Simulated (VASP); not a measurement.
Input of a VASP 6.6.1 run:

Contents of INCAR:

```
SYSTEM = Si4WC
PREC = Accurate ; ENCUT = 520
EDIFF = 1E-7 ; ISMEAR = 0
SIGMA = 0.1 ; LREAL = .False.
LASPH = .True. ; NELM = 100
ALGO = Normal ; ISIF = 2
LWAVE = .False. ; LCHARG = .False.
GGA = PE ; NBANDS = 26
```

File KPOINTS:

```
Automatic mesh
0
Gamma
  6 6 6
  0 0 0
```

The input POSCAR:

```
Si4WC
1.0
    0.0000000000      3.3987511869      3.3987511869
    3.3987511869      0.0000000000      3.3987511869
    3.3987511869      3.3987511869      0.0000000000
Si W C
4 1 1
Direct
    0.3750000000      0.8750000000      0.3750000000
    0.3750000000      0.3750000000      0.8750000000
    0.3750000000      0.3750000000      0.3750000000
    0.8750000000      0.3750000000      0.3750000000
    0.0000000000      0.0000000000      0.0000000000
    0.7500000000      0.7500000000      0.7500000000
```

Potentials or basis: VASP PAW PBE potentials, release 64 (Si, W_sv, C).

The run is started by

```console
$ cat potpaw_PBE.64/Si/POTCAR potpaw_PBE.64/W_sv/POTCAR potpaw_PBE.64/C/POTCAR > POTCAR
$ mpirun -np 1 vasp_std > vasp.out
```

(1) Estimate the band gap on the k mesh.

(2) Predict the pressure.

Answers

(1) zero (bands 17 and 18 overlap by 1.90 eV).

(2) -0.5 GPa.

Caveat: spin-orbit coupling is left out, which moves the levels of the heavy elements.
